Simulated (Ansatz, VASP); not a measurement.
EuS in VASP and in Ansatz

```xyz
2
Lattice="0.0000 3.0369 3.0369 3.0369 0.0000 3.0369 3.0369 3.0369 0.0000" Properties=species:S:1:pos:R:3 pbc="T T T"
Eu    0.0000    0.0000    0.0000
S     3.0369    3.0369    3.0369
```

Alike in both runs: task single point; functional BLYP; k mesh 8 × 8 × 8; occupations fermi-dirac, width 0.05 eV; collinear spin.

|  | VASP | Ansatz |
| --- | --- | --- |
| version | VASP 6.6.1 | Ansatz 0.2.0 |
| potentials or method | VASP PAW PBE potentials, release 64 (Eu, S) | Ansatz PAW |
| plane-wave cutoff (eV) | 600 | 420 |
| valence electrons in the cell | 23 | 23 |

|  | VASP | Ansatz | Ansatz less VASP |
| --- | --- | --- | --- |
| gap on the k mesh at the Fermi level (eV) | none | none | - |
| pressure (GPa) | -1.9 | -1.8 | +0.07 |
| net moment per atom (μB) | 3.49 | 3.49 | +0.001 |
| size of the moment on the site where the two differ most (μB) | 6.63 | 6.80 | +0.173 |

VASP's potentials were made for PBE, not for BLYP. Site moments also hang on the region over which each program counts them. A gap of «none» marks a metal or a gap that the smearing closes.

Spin-orbit coupling is off throughout.
